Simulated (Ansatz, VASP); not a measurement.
MgS in VASP and in Ansatz

```xyz
2
Lattice="0.0000 2.4621 2.6015 2.4621 0.0000 2.6015 2.4621 2.4621 0.0000" Properties=species:S:1:pos:R:3 pbc="T T T"
Mg    0.0000    0.0000    0.0000
S     2.4621    2.4621    2.6015
```

Change from the starting cell: biaxial_xy strain -5.4%.

Alike in both runs: task single point; functional PBE; k mesh 8 × 8 × 8; occupations fermi-dirac, width 0.02 eV; no spin polarisation.

|  | VASP | Ansatz |
| --- | --- | --- |
| version | VASP 6.6.1 | Ansatz 0.2.0 |
| potentials or method | VASP PAW PBE potentials, release 64 (Mg, S) | plane waves, PAW |
| plane-wave cutoff (eV) | 520 | 420 |
| valence electrons in the cell | 8 | 16 |

```tsv
	VASP	Ansatz	Ansatz less VASP
gap on the k mesh at the Fermi level (eV)	2.79	2.79	+0.007
pressure (GPa)	12.3	12.6	+0.32
traceless stress, the component that is largest in VASP (GPa)	-6.35	-6.36	-0.003
```

VASP's potentials hold 8 valence electrons a cell and Ansatz's 16, so a difference there can come from the potentials and not from the codes.
